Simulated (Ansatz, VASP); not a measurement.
PN in VASP and in Ansatz

```
P N
1.0
     2.28201    0.00000    0.00000
     0.00000    2.92740    0.00000
     0.00000    0.00000    3.37135
P N
1 1
Direct
  0.00000 0.00000 0.50000
  0.00000 0.00000 0.00000
```

Alike in both runs: task relaxation of cell and atoms; functional PBE; dispersion D3(BJ); k mesh 18 × 14 × 12; occupations gaussian, width 0.1 eV; no spin polarisation.

|  | VASP | Ansatz |
| --- | --- | --- |
| version | VASP 6.6.1 | Ansatz 0.2.0 |
| potentials or method | VASP PAW PBE potentials, release 64 (P, N), cutoff 600 eV | scalar-relativistic, plane waves, PAW |
| valence electrons in the cell | 10 | 10 |

|  | VASP | Ansatz | Ansatz less VASP |
| --- | --- | --- | --- |
| gap on the k mesh at the Fermi level, each at its own relaxed structure (eV) | none | none | - |
| relaxed volume (Å³/atom) | 11.19 | 11.27 | +0.084 |
| relaxed length of the cell vector where the two differ most in proportion (Å) | 2.281 | 2.291 | +0.0093 |

A gap of «none» marks a metal or a gap that the smearing closes.
